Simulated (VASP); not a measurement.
# YLu2As3 (Cmmm) in VASP: further runs

YLu2As3 is run at these levels: PBEsol, r2SCAN+rVV10; tasks: single point.

All numbers are computed with VASP 6.6.1; they aren't measurements. Logs are shortened: lines on timing, memory, paths and dates and some standing lists are left out, and cuts for length are marked.

### 1 The cell of the first run

Symmetry: Cmmm, No. 65, orthorhombic system. Conventional cell: a = 6.440 Å, b = 9.469 Å, c = 4.534 Å, α = 90.00°, β = 90.00°, γ = 90.00°. Y (site symmetry mmm) has 10 As at 2.89 to 3.94 Å and 8 Lu at 3.65 Å within 4.0 Å. Lu (site symmetry 2/m) has 6 As at 2.83 to 2.86 Å and 2 Lu at 3.22 Å and 4 Y at 3.65 Å within 3.7 Å. As (site symmetry m2m) has 4 Lu at 2.83 Å and 3 Y at 2.89 to 3.71 Å and 5 As at 2.92 to 3.68 Å within 3.8 Å. As (site symmetry mmm) has 4 Lu at 2.86 Å and 4 As at 2.92 Å and 4 Y at 3.94 Å within 4.0 Å.

### 2 Single point, PBEsol

The input, INCAR:

```
SYSTEM = YLu2As3
ALGO = Normal ; EDIFF = 1E-6
ENCUT = 520 ; GGA = PS
ISIF = 2 ; ISMEAR = -1
LASPH = .TRUE. ; LCHARG = .FALSE.
LREAL = .FALSE. ; LWAVE = .FALSE.
NBANDS = 47 ; NELM = 80
PREC = Accurate ; SIGMA = 0.03
```

The input, KPOINTS:

```
k-points
0
G
  4 4 6
  0 0 0
```

The input, POSCAR:

```
YLu2As3
1.0
    3.2200568751     -4.7344092011      0.0000000000
    3.2200568751      4.7344092011      0.0000000000
    0.0000000000      0.0000000000      4.5336593192
Y Lu As
1 2 3
Direct
    0.0000000000      0.0000000000      0.0000000000
    0.5000000000      0.0000000000      0.5000000000
    0.0000000000      0.5000000000      0.5000000000
    0.6942934306      0.3057065694      0.0000000000
    0.3057065694      0.6942934306      0.0000000000
    0.5000000000      0.5000000000      0.5000000000
```

Potentials or basis: VASP PAW PBE potentials, release 64 (Y_sv, Lu, As).

Command:

```sh
cat potpaw_PBE.64/Y_sv/POTCAR potpaw_PBE.64/Lu/POTCAR potpaw_PBE.64/As/POTCAR > POTCAR
mpirun -np 1 vasp_std > vasp.out
```

OUTCAR:

```text
SYSTEM = YLu2As3
   EDIFF = 1E-6
   ENCUT = 520
   GGA = PS
   ISIF = 2
   ISMEAR = -1
   LASPH = .TRUE.
   LREAL = .FALSE.
   NELM = 80
   PREC = Accurate

 ion  position               nearest neighbor table
   1  0.000  0.000  0.000-   4 2.89   5 2.89   2 3.65   3 3.65   2 3.65   3 3.65   3 3.65   3 3.65
                             2 3.65   2 3.65
   2  0.500  0.000  0.500-   4 2.83   5 2.83   4 2.83   5 2.83   6 2.86   6 2.86   3 3.22   3 3.22
                             1 3.65   1 3.65   1 3.65   1 3.65
   3  0.000  0.500  0.500-   4 2.83   5 2.83   4 2.83   5 2.83   6 2.86   6 2.86   2 3.22   2 3.22
                             1 3.65   1 3.65   1 3.65   1 3.65
   4  0.694  0.306  0.000-   2 2.83   3 2.83   2 2.83   3 2.83   1 2.89   6 2.92   6 2.92
   5  0.306  0.694  0.000-   2 2.83   3 2.83   2 2.83   3 2.83   1 2.89   6 2.92   6 2.92
   6  0.500  0.500  0.500-   2 2.86   3 2.86   2 2.86   3 2.86   4 2.92   5 2.92   4 2.92   5 2.92

  LATTYP: Found a base centered orthorhombic cell.
 ALAT       =     6.4401137502
 B/A-ratio  =     1.4702874467
 C/A-ratio  =     0.7039719320

  Lattice vectors:

 A1 = (   3.2200568751,  -4.7344092011,   0.0000000000)
 A2 = (   3.2200568751,   4.7344092011,   0.0000000000)
 A3 = (   0.0000000000,   0.0000000000,   4.5336593192)

Analysis of symmetry for initial positions (statically):
=====================================================================
 Subroutine PRICEL returns:
 Original cell was already a primitive cell.

 Routine SETGRP: Setting up the symmetry group for a
 base centered orthorhombic supercell.

 Subroutine GETGRP returns: Found  8 space group operations
 (whereof  8 operations were pure point group operations)
 out of a pool of  8 trial point group operations.

The static configuration has the point symmetry D_2h.

Analysis of symmetry for dynamics (positions and initial velocities):
=====================================================================
 Subroutine PRICEL returns:
 Original cell was already a primitive cell.

 Routine SETGRP: Setting up the symmetry group for a
 base centered orthorhombic supercell.

 Subroutine GETGRP returns: Found  8 space group operations
 (whereof  8 operations were pure point group operations)
 out of a pool of  8 trial point group operations.

The dynamic configuration has the point symmetry D_2h.

 Subroutine INISYM returns: Found  8 space group operations
 (whereof  8 operations are pure point group operations),
 and found     1 'primitive' translations

[... 106 lines left out ...]
   IBRION =     -1    ionic relax: 0-MD 1-quasi-New 2-CG
   NFREE  =      0    steps in history (QN), initial steepest desc. (CG)
   ISIF   =      2    stress and relaxation
   ISYM   =      2    0-nonsym 1-usesym 2-fastsym
   POTIM  = 0.5000    time-step for ionic-motion
   TEBEG  =    0.0;   TEEND  =   0.0 temperature during run
   PSTRESS=    0.0 pullay stress
   NELECT =      76.0000    total number of electrons
   NUPDOWN=      -1.0000    fix difference up-down
   EMIN   =  10.00;   EMAX   =-10.00  energy-range for DOS
   EFERMI =   0.00;   METHOD = LEGACY
   ISMEAR =    -1;   SIGMA  =   0.03  broadening in eV -4-tet -1-fermi 0-gaus
   EFERMI_NEDOS =   21; number of points for ismear=-14 and -15
   IALGO  =     38    algorithm
   IMIX   =      4    mixing-type and parameters
     AMIX     =   0.40;   BMIX     =  1.00
     AMIX_MAG =   1.60;   BMIX_MAG =  1.00
  volume/ion in A,a.u.               =      23.04       155.47
  Fermi-wavevector in a.u.,A,eV,Ry     =   1.341148  2.534402 24.472490  1.798677
  Thomas-Fermi vector in A             =   2.469404
   LORBIT       =      0    0 simple, 1 ext, 2 COOP (PROOUT), +10 PAW based schemes
   GGA     = PS    functional components
   LHFCALC =     F    Hartree Fock is set to
   AEXX    =    0.0000 exact exchange contribution
   IVDW    =     0    specifies the selected vdW correction
   LEPSILON=     F    determine dielectric tensor
   LRPA    =     F    only Hartree local field effects (RPA)
 non-spin polarized calculation
  energy-cutoff  :      520.00
  volume of cell :      138.23
 maximum number of plane-waves:      3756
 NGX is ok and might be reduce to    48
   NGX = 21   NGY = 21   NGZ = 17

 number of electron      75.9999998 magnetization

 Free energy of the ion-electron system (eV)
  ---------------------------------------------------
  ext. energy  EPLUGINS =         0.00000000
  ---------------------------------------------------
  free energy    TOTEN  =       -36.10060719 eV

  energy without entropy =      -36.08918083  energy(sigma->0) =      -36.09489401

 E-fermi :   4.3262     XC(G=0): -10.7350

 val. band max:        4.2998433194   @ k =   0.2500   0.2500   0.0000
 cond. band min:       4.3554644602   @ k =   0.5000   0.5000   0.3333
 fundamental gap:      0.0556211408
 Fermi energy:         4.3262469338

 k-point     1 :       0.0000    0.0000    0.0000
  band No.  band energies     occupation
      1     -51.7603      2.00000
      2     -51.7341      2.00000
      3     -38.8070      2.00000
      4     -22.7596      2.00000
      5     -22.5178      2.00000
      6     -22.5146      2.00000
[... 1189 lines left out ...]
     46       7.3664      0.00000
     47       7.4074      0.00000

 [... further k-points ...]

------------------------ aborting loop because EDIFF is reached ----------------------------------------

  FORCE on cell =-STRESS in cart. coord.  units (eV):
  Direction    XX          YY          ZZ          XY          YZ          ZX
  --------------------------------------------------------------------------------------
  -------------------------------------------------------------------------------------
  Total        0.2639282      0.1640530      0.2548048      0.0000000      0.0000000      0.0000000
  in kB        3.0590610      1.9014566      2.9533168      0.0000000      0.0000000      0.0000000
  external PRESSURE =       2.6379448 kB  Pullay stress =       0.0000000 kB

 VOLUME and BASIS-vectors are now :
 -----------------------------------------------------------------------------
  energy-cutoff  :      520.00
  volume of cell :      138.23
      direct lattice vectors                 reciprocal lattice vectors
     3.220056875 -4.734409201  0.000000000     0.155276760 -0.105609798  0.000000000
     3.220056875  4.734409201  0.000000000     0.155276760  0.105609798  0.000000000
     0.000000000  0.000000000  4.533659319     0.000000000  0.000000000  0.220572374

 POSITION                                       TOTAL-FORCE (eV/Angst)
 -----------------------------------------------------------------------------------
      0.00000      0.00000      0.00000         0.000000      0.000000      0.000000
      1.61003     -2.36720      2.26683        -0.000000      0.000000      0.000000
      1.61003      2.36720      2.26683        -0.000000      0.000000      0.000000
      3.22006     -1.83973      0.00000        -0.000000      0.013254      0.000000
      3.22006      1.83973      0.00000        -0.000000     -0.013254     -0.000000
      3.22006      0.00000      2.26683         0.000000     -0.000000      0.000000
 -----------------------------------------------------------------------------------
    total drift:                                0.000000      0.000000     -0.000000

  FREE ENERGIE OF THE ION-ELECTRON SYSTEM (eV)
  ---------------------------------------------------
  free  energy   TOTEN  =       -36.1006071900 eV

  energy  without entropy=      -36.0891808310  energy(sigma->0) =      -36.09489401
```

OSZICAR:

```text
N       E                     dE             d eps       ncg     rms          rms(c)
DAV:   1     0.653401935990E+03    0.65340E+03   -0.29330E+04  3931   0.459E+03
DAV:   2     0.641604349370E+02   -0.58924E+03   -0.56218E+03  3263   0.834E+02
DAV:   3    -0.262702756681E+02   -0.90431E+02   -0.87011E+02  3069   0.179E+02
DAV:   4    -0.374999077835E+02   -0.11230E+02   -0.11039E+02  4432   0.504E+01
DAV:   5    -0.381584145071E+02   -0.65851E+00   -0.65605E+00  4153   0.105E+01    0.210E+01
DAV:   6    -0.362433946774E+02    0.19150E+01   -0.48741E+00  4650   0.230E+01    0.164E+01
DAV:   7    -0.361061949006E+02    0.13720E+00   -0.14978E+00  3749   0.478E+00    0.890E+00
DAV:   8    -0.361038963251E+02    0.22986E-02   -0.23729E-01  3710   0.204E+00    0.708E-01
DAV:   9    -0.361010707514E+02    0.28256E-02   -0.36457E-02  4092   0.855E-01    0.558E-01
DAV:  10    -0.361011187443E+02   -0.47993E-04   -0.11600E-02  3884   0.759E-01    0.155E-01
DAV:  11    -0.361006277844E+02    0.49096E-03   -0.18095E-03  3795   0.234E-01    0.109E-01
DAV:  12    -0.361006040960E+02    0.23688E-04   -0.35179E-04  3947   0.168E-01    0.495E-02
DAV:  13    -0.361006078156E+02   -0.37195E-05   -0.53117E-05  3539   0.409E-02    0.709E-03
DAV:  14    -0.361006071900E+02    0.62561E-06   -0.49428E-06  3172   0.106E-02
   1 F= -.36100607E+02 E0= -.36094894E+02  d E =-.114264E-01
```

stdout:

```text
POSCAR found type information on POSCAR Y LuAs
 POSCAR found :  3 types and       6 ions
 scaLAPACK will be used
 -----------------------------------------------------------------------------
|                                                                             |
|                                                                             |
|     You enforced a specific xc type in the INCAR file but a different       |
|     I HOPE YOU KNOW WHAT YOU ARE DOING!                                     |
|                                                                             |
 -----------------------------------------------------------------------------

 LDA part: xc-table for (Slater+PW92), standard interpolation
 POSCAR, INCAR and KPOINTS ok, starting setup
 FFT: planning ... GRIDC
 FFT: planning ... GRID_SOFT
 FFT: planning ... GRID
 WAVECAR not read
 entering main loop
```

Run time: 4.5 min. Hardware: 1 thread of Intel Xeon Platinum 8259CL at 2.50GHz (Skylake/Cascade Lake), shared host; peak memory 0.39 GiB.

What came out:

```
Free energy            : -36.1006 eV
Pressure               : 0.3 GPa
Largest force          : 0.013 eV/Å
Band gap on the k mesh : zero (bands 38 and 39 overlap by 0.91 eV)
```

Forces in eV/Å, atoms in the order of the input:
```
Y    0.000  0.000  0.000
Lu   0.000  0.000  0.000
Lu   0.000  0.000  0.000
As   0.000  0.013  0.000
As   0.000 -0.013  0.000
As   0.000  0.000  0.000
```

Caveat: the PAW data sets were made with another functional, which shifts forces and pressure a little; spin-orbit coupling is left out, which moves the levels of the heavy elements.

### 3 Single point, r2SCAN+rVV10

This run uses another cell than the first one, of 23.73 Å³/atom.

The input, POSCAR:

```
YLu2As3
1.0
    3.2878665075     -4.7562030891      0.0000000000
    3.2878665075      4.7562030891      0.0000000000
    0.0000000000      0.0000000000      4.5516405247
Y Lu As
1 2 3
Direct
    0.0000000000      0.0000000000      0.0000000000
    0.5000000000      0.0000000000      0.5000000000
    0.0000000000      0.5000000000      0.5000000000
    0.6986595207      0.3013404793      0.0000000000
    0.3013404793      0.6986595207      0.0000000000
    0.5000000000      0.5000000000      0.5000000000
```

The input, INCAR.step1:

```
PREC = Accurate
ENCUT = 520
ISMEAR = -1
SIGMA = 0.03
LREAL = F
LASPH = T
NELM = 60
NBANDS = 47
GGA = PE
ALGO = Normal
EDIFF = 1E-4
LWAVE = T
LCHARG = F
```

The input, INCAR.step2:

```
PREC = Accurate
ENCUT = 520
EDIFF = 1E-6
ISMEAR = -1
SIGMA = 0.03
LREAL = F
LASPH = T
NELM = 60
ALGO = Normal
ISIF = 2
LWAVE = F
LCHARG = F
METAGGA = R2SCAN
LMIXTAU = T
LUSE_VDW = T
IVDW_NL = 2
BPARAM = 11.95
CPARAM = 0.0093
NBANDS = 47
ISTART = 1
```

The input, KPOINTS:

```
regular mesh
0
Gamma
  4 4 6
```

Potentials or basis: VASP PAW PBE potentials, release 64 (Y_sv, Lu, As).

Command:

```sh
cat potpaw_PBE.64/Y_sv/POTCAR potpaw_PBE.64/Lu/POTCAR potpaw_PBE.64/As/POTCAR > POTCAR
cp INCAR.step1 INCAR
mpirun -np 1 vasp_std > vasp.out
cp INCAR.step2 INCAR
mpirun -np 1 vasp_std > vasp.out
```

OUTCAR:

```text
PREC = Accurate
   ENCUT = 520
   EDIFF = 1E-6
   ISMEAR = -1
   LREAL = F
   LASPH = T
   NELM = 60
   ISIF = 2
   METAGGA = R2SCAN
   IVDW_NL = 2
   BPARAM = 11.95
   ISTART = 1

 ion  position               nearest neighbor table
   1  0.000  0.000  0.000-   4 2.87   5 2.87   2 3.68   3 3.68   2 3.68   3 3.68   3 3.68   3 3.68
                             2 3.68   2 3.68
   2  0.500  0.000  0.500-   4 2.85   5 2.85   4 2.85   5 2.85   6 2.89   6 2.89   3 3.29   3 3.29
                             1 3.68   1 3.68   1 3.68   1 3.68
   3  0.000  0.500  0.500-   4 2.85   5 2.85   4 2.85   5 2.85   6 2.89   6 2.89   2 3.29   2 3.29
                             1 3.68   1 3.68   1 3.68   1 3.68
   4  0.699  0.301  0.000-   2 2.85   3 2.85   2 2.85   3 2.85   1 2.87
   5  0.301  0.699  0.000-   2 2.85   3 2.85   2 2.85   3 2.85   1 2.87
   6  0.500  0.500  0.500-   2 2.89   3 2.89   2 2.89   3 2.89

  LATTYP: Found a base centered orthorhombic cell.
 ALAT       =     6.5757330150
 B/A-ratio  =     1.4465925177
 C/A-ratio  =     0.6921875499

  Lattice vectors:

 A1 = (   3.2878665075,  -4.7562030891,   0.0000000000)
 A2 = (   3.2878665075,   4.7562030891,   0.0000000000)
[... 190 lines left out ...]
 fundamental gap:      0.0562357039
 Fermi energy:         4.2550644726

 k-point     1 :       0.0000    0.0000    0.0000
  band No.  band energies     occupation
      1     -53.7345      2.00000
      2     -53.7139      2.00000
      3     -40.6778      2.00000
      4     -24.0103      2.00000
      5     -23.8351      2.00000
      6     -23.8136      2.00000
[... 1189 lines left out ...]
     46       7.4466      0.00000
     47       7.5429      0.00000

 [... further k-points ...]

------------------------ aborting loop because EDIFF is reached ----------------------------------------

  FORCE on cell =-STRESS in cart. coord.  units (eV):
  Direction    XX          YY          ZZ          XY          YZ          ZX
  --------------------------------------------------------------------------------------
  -------------------------------------------------------------------------------------
  Total        0.4504135      0.2405000      0.4714571     -0.0000000      0.0000000      0.0000000
  in kB        5.0693175      2.7067816      5.3061589     -0.0000000      0.0000000      0.0000000
  external PRESSURE =       4.3607527 kB  Pullay stress =       0.0000000 kB

 VOLUME and BASIS-vectors are now :
 -----------------------------------------------------------------------------
  energy-cutoff  :      520.00
  volume of cell :      142.35
      direct lattice vectors                 reciprocal lattice vectors
     3.287866507 -4.756203089  0.000000000     0.152074301 -0.105125873  0.000000000
     3.287866507  4.756203089  0.000000000     0.152074301  0.105125873  0.000000000
     0.000000000  0.000000000  4.551640525     0.000000000  0.000000000  0.219701006

 POSITION                                       TOTAL-FORCE (eV/Angst)
 -----------------------------------------------------------------------------------
      0.00000      0.00000      0.00000         0.000000      0.000000      0.000000
      1.64393     -2.37810      2.27582        -0.000000      0.000000      0.000000
      1.64393      2.37810      2.27582         0.000000      0.000000      0.000000
      3.28787     -1.88973      0.00000         0.000000      0.003605      0.000000
      3.28787      1.88973      0.00000         0.000000     -0.003605      0.000000
      3.28787      0.00000      2.27582        -0.000000     -0.000000      0.000000
 -----------------------------------------------------------------------------------
    total drift:                                0.000000      0.000000     -0.000000

  FREE ENERGIE OF THE ION-ELECTRON SYSTEM (eV)
  ---------------------------------------------------
  free  energy   TOTEN  =      -143.0005352435 eV

  energy  without entropy=     -142.9905467269  energy(sigma->0) =     -142.99554099
```

Wall time 16 min (1 thread of Intel Xeon Platinum 8259CL at 2.50GHz (Skylake/Cascade Lake), shared host); peak memory 0.72 GiB.

What came out:

```yaml
Free_energy: -143.0005 eV
Pressure: 0.4 GPa
Largest_force: 0.004 eV/Å
Band_gap_on_the_k_mesh: zero (bands 38 and 39 overlap by 0.92 eV)
```

Forces on the atoms (eV/Å):
```
Y    0.000  0.000  0.000
Lu   0.000  0.000  0.000
Lu   0.000  0.000  0.000
As   0.000  0.004  0.000
As   0.000 -0.004  0.000
As   0.000  0.000  0.000
```

Caveat: the PAW data sets were made with another functional, which shifts forces and pressure a little; spin-orbit coupling is left out, which moves the levels of the heavy elements.

The gap in the log of VASP goes by the Fermi energy; the results here count the filled bands.